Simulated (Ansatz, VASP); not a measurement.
Ti in VASP and in Ansatz

```xyz
2
Lattice="3.1735 0.0000 0.0000 -1.5868 2.7484 0.0000 0.0000 0.0000 5.0227" Properties=species:S:1:pos:R:3 pbc="T T T"
Ti    0.0000    1.8322    1.2557
Ti    1.5868    0.9161    3.7670
```

Change from the starting cell: strain +0.080 along x and y, +0.080 along z, atoms carried along.

Alike in both runs: task single point; functional PBE; k mesh 24 × 24 × 14; occupations gaussian, width 0.15 eV; no spin polarisation.

|  | VASP | Ansatz |
| --- | --- | --- |
| version | VASP 6.6.1 | Ansatz 0.2.0 |
| potentials or method | VASP PAW PBE potentials, release 64 (Ti_sv), cutoff 520 eV | scalar-relativistic, plane waves, PAW |
| valence electrons in the cell | 24 | 24 |

Ansatz gave:

| Quantity | Value |
| --- | --- |
| gap on the k mesh at the Fermi level (eV) | none |
| pressure (GPa) | -16.7 |
| traceless stress, the component that is largest in VASP (GPa) | -0.19 |

Task: Estimate VASP's values.

Result: gap on the k mesh at the Fermi level (eV): none; pressure (GPa): -16.7; traceless stress, the component that is largest in VASP (GPa): -0.17.

A gap of «none» marks a metal or a gap that the smearing closes. With one functional, cell and mesh, what is left measures potentials, basis and numerics.
